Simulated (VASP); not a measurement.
A run of VASP 6.6.1:

Contents of INCAR:

```
SYSTEM = KI
PREC     = Accurate       ! precision mode
ENCUT    = 520            ! plane-wave cutoff, eV
EDIFF    = 1E-7           ! SCF threshold, eV
ISMEAR   = -1             ! smearing method
SIGMA    = 0.01           ! smearing width, eV
LREAL    = .False.        ! projectors in reciprocal space
LASPH    = .True.         ! aspherical terms in the spheres
NELM     = 100            ! most SCF steps
ALGO     = Normal         ! electronic algorithm
ISIF     = 2              ! what is computed and relaxed
LWAVE    = .False.        ! write WAVECAR
LCHARG   = .False.        ! write CHGCAR
GGA      = PE             ! functional
NBANDS   = 15             ! bands
```

KPOINTS

```
regular mesh
0
Gamma
  8 8 8
  0 0 0
```

Contents of POSCAR:

```
KI
1.0
    0.0000000000      3.5597955000      3.5245500000
    3.5597955000      0.0000000000      3.5245500000
    3.5597955000      3.5597955000      0.0000000000
K I
1 1
Direct
    0.0000000000      0.0000000000      0.0000000000
    0.5000000000      0.5000000000      0.5000000000
```

Potentials or basis: VASP PAW PBE potentials, release 64 (K_sv, I).

Launch:

```sh
$ cat potpaw_PBE.64/K_sv/POTCAR potpaw_PBE.64/I/POTCAR > POTCAR
$ mpirun -np 1 vasp_std > vasp.out
```

Hardware: 1 thread of Intel Xeon 8259CL, on a shared host.

Question: Estimate the wall time of this run.

Answer: It took 2.8 min on 1 thread of Intel Xeon 8259CL, on a shared host, peak memory 0.28 GiB. Counts: scf iterations 15, k points 59.
